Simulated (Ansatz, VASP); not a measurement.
## Two plane-wave programs on ReSb

```
Re Sb
1.0
     0.00000    2.84313    2.84313
     2.84313    0.00000    2.84313
     2.84313    2.84313    0.00000
Re Sb
1 1
Direct
  0.00000 0.00000 0.00000
  0.25000 0.25000 0.25000
```

Change from the starting cell: volume scaled by 0.84, PAW files.

Alike in both runs: task single point; functional PBE; k mesh 12 × 12 × 12; occupations fermi-dirac, width 0.08 eV; no spin polarisation.

|  | VASP | Ansatz |
| --- | --- | --- |
| version | VASP 6.6.1 | Ansatz 0.2.0 |
| potentials or method | VASP PAW PBE potentials, release 64 (Re, Sb) | PAW with Ansatz's default frozen-core files, scalar-relativistic |
| plane-wave cutoff (eV) | 520 | 420 |
| valence electrons in the cell | 12 | 30 |

Ansatz gave:

| Item | Value |
| --- | --- |
| pressure (GPa) | 25.3 |

Task: Which values does VASP return?

Result: Pressure (GPa): 25.1.

VASP's potentials hold 12 valence electrons a cell and Ansatz's 30, so a difference there can come from the potentials and not from the codes.

Spin-orbit coupling is off throughout.
